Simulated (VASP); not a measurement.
Here is a VASP 6.6.1 calculation.

Contents of INCAR:

```
ALGO = Normal
EDIFF = 1E-6
ENCUT = 520
GGA = PE
ISIF = 2
ISMEAR = 0
LASPH = True
LCHARG = True
LELF = True
LREAL = False
LVHAR = True
LWAVE = False
NBANDS = 46
NELM = 60
PREC = Accurate
SIGMA = 0.02
```

The input KPOINTS:

```
k-points
0
Gamma
  8 8 8
```

The input POSCAR:

```
Ga2PN
1.0
   -2.4725831931      2.4725831931      4.8452702359
    2.4725831931     -2.4725831931      4.8452702359
    2.4725831931      2.4725831931     -4.8452702359
Ga P N
4 2 2
Direct
    0.5665671847      0.6250000000      0.4415671847
    0.1834328153      0.1250000000      0.5584328153
    0.8750000000      0.4334328153      0.0584328153
    0.3750000000      0.8165671847      0.9415671847
    0.0000000000      0.0000000000      0.0000000000
    0.7500000000      0.2500000000      0.5000000000
    0.5000000000      0.5000000000      0.0000000000
    0.2500000000      0.7500000000      0.5000000000
```

Potentials or basis: VASP PAW PBE potentials, release 64 (Ga_d, P, N).

Run with:

```sh
$ cat potpaw_PBE.64/Ga_d/POTCAR potpaw_PBE.64/P/POTCAR potpaw_PBE.64/N/POTCAR > POTCAR
$ mpirun -np 1 vasp_std > vasp.out
```

(1) What does it give for the pressure?

(2) Estimate the largest force.

(3) Estimate the band gap on the k mesh.

Results:

(1) 7.9 GPa.

(2) 0.024 eV/Å.

(3) 1.56 eV.

Caveat: the cell stands under pressure.
